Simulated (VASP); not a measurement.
# Cu2H (R-3m) in VASP: a series of runs

Cu2H is run at these levels: PBE; tasks: relaxation of cell and atoms, single point.

Everything below comes from runs of VASP 6.6.1. Logs are shortened: lines on timing, memory, paths and dates and some standing lists are left out, and cuts for length are marked.

**1. The cell of the first run**

It takes space group R-3m (No. 166, trigonal). The conventional cell has a = 2.925 Å, b = 2.925 Å, c = 13.250 Å, α = 90.00°, β = 90.00°, γ = 120.00°. Within 2.7 Å of Cu (site symmetry 3m) lie 3 H at 2.02 Å. H (site symmetry -3m) has 6 Cu at 2.02 Å within 2.7 Å.

**2. Relaxation of cell and atoms, PBE**

The input, INCAR:

```
SYSTEM = Cu2H
ALGO = Normal
EDIFF = 1E-7
EDIFFG = -0.04
ENCUT = 600
GGA = PE
IBRION = 2
ISIF = 3
ISMEAR = 0
LASPH = .TRUE.
LCHARG = .FALSE.
LREAL = .FALSE.
LWAVE = .FALSE.
NELM = 100
NSW = 90
PREC = Accurate
SIGMA = 0.1
```

The input, KPOINTS:

```
k-points
0
G
  6 6 6
  0 0 0
```

The input, POSCAR:

```
Cu2H
1.0
    1.4623515618      0.8442890679      4.4166758051
   -1.4623515618      0.8442890679      4.4166758051
    0.0000000000     -1.6885781357      4.4166758051
Cu H
2 1
Direct
    0.7500000000      0.7500000000      0.7500000000
    0.2500000000      0.2500000000      0.2500000000
    0.0000000000      0.0000000000      0.0000000000
```

Potentials or basis: VASP PAW PBE potentials, release 64 (Cu, H).

The run is started by

```console
cat potpaw_PBE.64/Cu/POTCAR potpaw_PBE.64/H/POTCAR > POTCAR
mpirun -np 1 vasp_std > vasp.out
```

OUTCAR:

```text
SYSTEM = Cu2H
   EDIFF = 1E-7
   EDIFFG = -0.04
   ENCUT = 600
   GGA = PE
   IBRION = 2
   ISIF = 3
   ISMEAR = 0
   LASPH = .TRUE.
   LREAL = .FALSE.
   NELM = 100
   NSW = 90
   PREC = Accurate

 ion  position               nearest neighbor table
   1  0.750  0.750  0.750-   2 2.78   2 2.78   2 2.78   2 2.78   2 2.78   2 2.78
   2  0.250  0.250  0.250-   1 2.78   1 2.78   1 2.78   1 2.78   1 2.78   1 2.78
   3  0.000  0.000  0.000-

  LATTYP: Found a trigonal (rhomboedric) cell.
 ALAT       =     4.7284586588
 COS(alpha) =     0.8087090652

  Lattice vectors:

 A1 = (   1.4623515618,   0.8442890679,   4.4166758051)
 A2 = (  -1.4623515618,   0.8442890679,   4.4166758051)
 A3 = (   0.0000000000,  -1.6885781357,   4.4166758051)

Analysis of symmetry for initial positions (statically):
=====================================================================
 Subroutine PRICEL returns:
 Original cell was already a primitive cell.

 Routine SETGRP: Setting up the symmetry group for a
 trigonal (rhombohedral) supercell.

 Subroutine GETGRP returns: Found 12 space group operations
 (whereof 12 operations were pure point group operations)
 out of a pool of 12 trial point group operations.

The static configuration has the point symmetry D_3d.

Analysis of symmetry for dynamics (positions and initial velocities):
=====================================================================
 Subroutine PRICEL returns:
 Original cell was already a primitive cell.

 Routine SETGRP: Setting up the symmetry group for a
 trigonal (rhombohedral) supercell.

 Subroutine GETGRP returns: Found 12 space group operations
 (whereof 12 operations were pure point group operations)
 out of a pool of 12 trial point group operations.

The dynamic configuration has the point symmetry D_3d.

 Subroutine INISYM returns: Found 12 space group operations
 (whereof 12 operations are pure point group operations),
 and found     1 'primitive' translations

----------------------------------------------------------------------------------------

                                     Primitive cell

  volume of cell :      32.7182

  direct lattice vectors                    reciprocal lattice vectors
     1.462351562  0.844289068  4.416675805     0.341915045  0.197404743  0.075471542
    -1.462351562  0.844289068  4.416675805    -0.341915045  0.197404743  0.075471542
     0.000000000 -1.688578136  4.416675805     0.000000000 -0.394809486  0.075471542

  length of vectors
[... 123 lines left out ...]

--------------------------------------- Ionic step        1  -------------------------------------------

 number of electron      23.0000005 magnetization

 Free energy of the ion-electron system (eV)
  ---------------------------------------------------
  ext. energy  EPLUGINS =         0.00000000
  ---------------------------------------------------
  free energy    TOTEN  =        -9.99449636 eV

  energy without entropy =       -9.98391710  energy(sigma->0) =       -9.98920673

------------------------ aborting loop because EDIFF is reached ----------------------------------------

  FORCE on cell =-STRESS in cart. coord.  units (eV):
  Direction    XX          YY          ZZ          XY          YZ          ZX
  --------------------------------------------------------------------------------------
  -------------------------------------------------------------------------------------
  Total       -3.7210863     -3.7210863     -2.5766312      0.0000000     -0.0000000      0.0000000
  in kB     -182.2177120   -182.2177120   -126.1749427      0.0000000     -0.0000000      0.0000000
  external PRESSURE =    -163.5367889 kB  Pullay stress =       0.0000000 kB
[... 92 lines left out ...]
  FREE ENERGIE OF THE ION-ELECTRON SYSTEM (eV)
  ---------------------------------------------------
  free  energy   TOTEN  =       -10.3824298141 eV

  energy  without entropy=      -10.3727005070  energy(sigma->0) =      -10.37756516

[... ionic steps 4 to 8 ...]

--------------------------------------- Ionic step        9  -------------------------------------------

 number of electron      22.9999998 magnetization

------------------------ aborting loop because EDIFF is reached ----------------------------------------
[... 69 lines left out ...]
--------------------------------------- Ionic step       11  -------------------------------------------

 number of electron      23.0000002 magnetization

 Free energy of the ion-electron system (eV)
  ---------------------------------------------------
  ext. energy  EPLUGINS =         0.00000000
  ---------------------------------------------------
  free energy    TOTEN  =       -10.43176969 eV

  energy without entropy =      -10.42282063  energy(sigma->0) =      -10.42729516

 E-fermi :   7.3995     XC(G=0): -12.4778

 val. band max:        7.3704933045   @ k =  -0.3333   0.1667   0.1667
 cond. band min:       7.4317560208   @ k =  -0.3333   0.3333   0.1667
 fundamental gap:      0.0612627163
 Fermi energy:         7.3995398538

 k-point     1 :       0.0000    0.0000    0.0000
  band No.  band energies     occupation
      1      -3.9189      2.00000
      2       2.0521      2.00000
      3       3.4682      2.00000
      4       4.0231      2.00000
      5       4.0231      2.00000
      6       4.1138      2.00000
      7       4.1138      2.00000
      8       4.1894      2.00000
      9       4.7620      2.00000
     10       4.7620      2.00000
     11       5.2471      2.00000
     12       5.2471      2.00000
     13       9.1355      0.00000
     14      20.1725      0.00000
[... 401 lines left out ...]
      2       2.5721      2.00000
      3       3.0751      2.00000
      4       3.4024      2.00000
      5       4.0436      2.00000
      6       4.2345      2.00000
      7       4.4841      2.00000
      8       4.8961      2.00000
      9       5.2665      2.00000
     10       5.3157      2.00000
     11       6.0757      2.00000
     12       7.4456      0.51476
     13      10.2699      0.00000
     14      13.1731      0.00000
     15      14.8356      0.00000

 [... further k-points ...]

------------------------ aborting loop because EDIFF is reached ----------------------------------------

  FORCE on cell =-STRESS in cart. coord.  units (eV):
  Direction    XX          YY          ZZ          XY          YZ          ZX
  --------------------------------------------------------------------------------------
  -------------------------------------------------------------------------------------
  Total        0.0271360      0.0271360      0.0505879      0.0000000      0.0000000      0.0000000
  in kB        1.6263498      1.6263498      3.0318951      0.0000000      0.0000000      0.0000000
  external PRESSURE =       2.0948649 kB  Pullay stress =       0.0000000 kB
[... 18 lines left out ...]
  FREE ENERGIE OF THE ION-ELECTRON SYSTEM (eV)
  ---------------------------------------------------
  free  energy   TOTEN  =       -10.4317696885 eV

  energy  without entropy=      -10.4228206308  energy(sigma->0) =      -10.42729516

 reached required accuracy - stopping structural energy minimisation
```

Run time: 7.6 min. Hardware: 1 thread of Oxide Virtual Turin-like, shared host; peak memory 0.22 GiB.

What came out:

```yaml
Free_energy: -10.4318 eV
Relaxed_volume: 8.91 Å³/atom
Relaxed_cell: a = 4.682 Å, b = 4.682 Å, c = 4.682 Å, α = 32.76°, β = 32.76°, γ = 32.76°
Space_group_after_relaxing_to_0.05_Å: R-3m (No. 166)
Energy_gained_by_relaxing: 145.8 meV/atom
Ionic_steps: 11
Pressure_after_relaxing: 0.2 GPa
Largest_force_after_relaxing: 0.003 eV/Å
```

Forces in eV/Å, atoms in the order of the input:
```
Cu   0.000  0.000 -0.003
Cu   0.000  0.000  0.003
H    0.000  0.000  0.000
```

Stress tensor (GPa, compression positive):
```
0.16 0.00 0.00
0.00 0.16 0.00
0.00 0.00 0.30
```

The path:
```tsv
step	energy change (eV)	largest force (eV/Å)	pressure (GPa)	volume (Å³)
1	0.0000	0.1868	-16.35	32.72
2	-0.3720	0.3988	-4.05	27.72
3	-0.3879	0.4453	0.47	26.74
4	-0.3879	0.4506	1.04	26.62
5	-0.4124	0.1849	1.15	26.54
6	-0.4233	0.1355	1.76	26.43
7	-0.4331	0.0662	-0.57	26.89
8	-0.4341	0.0348	-1.72	27.12
9	-0.4367	0.0395	-0.48	26.87
10	-0.4369	0.0253	-0.69	26.92
11	-0.4373	0.0034	0.21	26.73
```

Final structure:
```xyz
3
Lattice="1.3203 0.7623 4.4272 -1.3203 0.7623 4.4272 0.0000 -1.5245 4.4272" Properties=species:S:1:pos:R:3 pbc="T T T"
Cu    0.0000    0.0000   10.0241
Cu    0.0000    0.0000    3.2576
H     0.0000    0.0000   13.2817
```

Caveat: the k points lie up to 0.46 Å⁻¹ apart in the final cell; the volume moved by over 15 % at a fixed basis, so the end points are rough.

**3. Single point, PBE**

This run uses another cell than the first one, of 8.86 Å³/atom, 0.812 times its volume.

The input, INCAR:

```
SYSTEM = Cu2H
PREC = Accurate ; ENCUT = 520
EDIFF = 1E-7 ; ISMEAR = 0
SIGMA = 0.1 ; LREAL = .FALSE.
LASPH = .TRUE. ; NELM = 80
ALGO = Normal ; ISIF = 2
LWAVE = .FALSE. ; LCHARG = .FALSE.
GGA = PE ; NBANDS = 18
```

The input, KPOINTS:

```
Automatic mesh
0
G
  24 24 24
  0 0 0
```

The input, POSCAR:

```
Cu2H
1.0
    1.3226480624      0.7636312149      4.3860871987
   -1.3226480624      0.7636312149      4.3860871987
    0.0000000000     -1.5272624297      4.3860871987
Cu H
2 1
Direct
    0.7545598236      0.7545598236      0.7545598236
    0.2454401764      0.2454401764      0.2454401764
    0.0000000000      0.0000000000      0.0000000000
```

Potentials or basis: VASP PAW PBE potentials, release 64 (Cu, H).

The run is started by

```console
cat potpaw_PBE.64/Cu/POTCAR potpaw_PBE.64/H/POTCAR > POTCAR
mpirun -np 1 vasp_std > vasp.out
```

Wall time 31 min (1 thread of Oxide Virtual Turin-like, shared host); peak memory 0.64 GiB.

Results (log left out):

```
Free energy   : -10.4699 eV
Pressure      : 0.6 GPa
Largest force : 0.007 eV/Å
```

Forces on the atoms (eV/Å):
```
Cu   0.000  0.000  0.007
Cu   0.000  0.000 -0.007
H    0.000  0.000  0.000
```

Stress tensor (GPa, compression positive):
```
0.60 0.00 0.00
0.00 0.60 0.00
0.00 0.00 0.69
```

Levels at points of the mesh, in eV from the Fermi level:
| k point | band 9 | band 10 | band 11 | band 12 | band 13 | band 14 | band 15 | band 16 |
| --- | --- | --- | --- | --- | --- | --- | --- | --- |
| (0.00, 0.00, 0.00) | -2.67 | -2.67 | -2.17 | -2.17 | 1.88 | 12.69 | 19.49 | 19.49 |
| (0.50, 0.00, 0.00) | -2.11 | -2.08 | -0.97 | -0.19 | 4.20 | 4.21 | 8.01 | 10.72 |
| (0.50, 0.50, 0.00) | -2.13 | -2.04 | -2.01 | 0.31 | 2.22 | 3.78 | 10.55 | 10.80 |
| (0.50, 0.50, 0.50) | -2.66 | -2.66 | -2.50 | -2.50 | 8.18 | 8.82 | 14.71 | 19.13 |
